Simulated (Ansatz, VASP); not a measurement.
## Two plane-wave programs on MnO2

Contents of INCAR:

```
ALGO = Normal
EDIFF = 1E-6
ENCUT = 520
GGA = PE
ISIF = 2
ISMEAR = -1
ISPIN = 2
LASPH = T
LCHARG = F
LDAU = T
LDAUJ = 0 0
LDAUL = 2 -1
LDAUPRINT = 1
LDAUTYPE = 2
LDAUU = 3.9 0
LMAXMIX = 4
LORBIT = 11
LREAL = F
LWAVE = F
MAGMOM = 4.5 -4.5 -4.5 4.5 0 0 0 0 0 0 0 0
NBANDS = 66
NELM = 150
PREC = Accurate
SIGMA = 0.05
```

The input KPOINTS:

```
k-points
0
Gamma
  2 6 4
```

POSCAR

```
MnO2
1.0
    9.3200000000      0.0000000000      0.0000000000
    0.0000000000      2.8500000000      0.0000000000
    0.0000000000      0.0000000000      4.4600000000
Mn O
4 8
Direct
    0.6400000000      0.2500000000      0.4800000000
    0.3600000000      0.7500000000      0.5200000000
    0.1400000000      0.2500000000      0.0200000000
    0.8600000000      0.7500000000      0.9800000000
    0.5350000000      0.7500000000      0.2900000000
    0.4650000000      0.2500000000      0.7100000000
    0.0350000000      0.7500000000      0.2100000000
    0.9650000000      0.2500000000      0.7900000000
    0.7850000000      0.2500000000      0.1900000000
    0.2150000000      0.7500000000      0.8100000000
    0.2850000000      0.2500000000      0.3100000000
    0.7150000000      0.7500000000      0.6900000000
```

Input for Ansatz:

```yaml
crystal:
  lattice:
    - [9.32, 0.0, 0.0]
    - [0.0, 2.85, 0.0]
    - [0.0, 0.0, 4.46]
  atoms:
    - { symbol: Mn, position: [0.64, 0.25, 0.48], spin: 4.5 }
    - { symbol: Mn, position: [0.36, 0.75, 0.52], spin: -4.5 }
    - { symbol: Mn, position: [0.14, 0.25, 0.02], spin: -4.5 }
    - { symbol: Mn, position: [0.86, 0.75, 0.98], spin: 4.5 }
    - { symbol: O, position: [0.535, 0.75, 0.29] }
    - { symbol: O, position: [0.465, 0.25, 0.71] }
    - { symbol: O, position: [0.035, 0.75, 0.21] }
    - { symbol: O, position: [0.965, 0.25, 0.79] }
    - { symbol: O, position: [0.785, 0.25, 0.19] }
    - { symbol: O, position: [0.215, 0.75, 0.81] }
    - { symbol: O, position: [0.285, 0.25, 0.31] }
    - { symbol: O, position: [0.715, 0.75, 0.69] }
magnetization:
  spin_polarized: true
hamiltonian:
  xc: pbe
  pseudopotentials: { kind: paw }
  hubbard: { sites: [{ species: Mn, l: d, u_eff: 3.9 }] }
basis:
  ecutwfc: 420
kpoints:
  mp_grid: { grid: [2, 6, 4] }
scf:
  occupations: { method: fermi_dirac, width: 0.05 }
  lower_state_search: "off"
output:
  forces: true
  stress: true
  write_density: true
  write_potential: true
  elf: true
  volumetric_format: npy
```

Alike in both runs: task single point; functional PBE; k mesh 2 × 6 × 4; occupations fermi-dirac, width 0.05 eV; collinear spin; Hubbard terms Mn d U = 3.9 eV.

```csv
,VASP,Ansatz
version,VASP 6.6.1,Ansatz 0.2.0
potentials or method,"VASP PAW PBE potentials, release 64 (Mn_pv, O), cutoff 520 eV","PAW, plane waves, scalar-relativistic"
valence electrons in the cell,100,108
```

```csv
,VASP,Ansatz,Ansatz less VASP
pressure (GPa),14.3,13.2,-1.11
"traceless stress, the component that is largest in VASP (GPa)",-5.35,-5.35,-0.001
rms of the force components (eV/Å),0.850,0.830,-0.0202
net moment per atom (μB),0.00,0.00,0.000
size of the moment on the site where the two differ most (μB),3.04,2.62,-0.415
```

Site moments also hang on the region over which each program counts them. The programs project onto different local orbitals, so the same U acts differently, and such runs can settle in different states. Atom by atom the forces differ by 0.042 eV/Å (rms over components). VASP's potentials hold 100 valence electrons a cell and Ansatz's 108, so a difference there can come from the potentials and not from the codes.
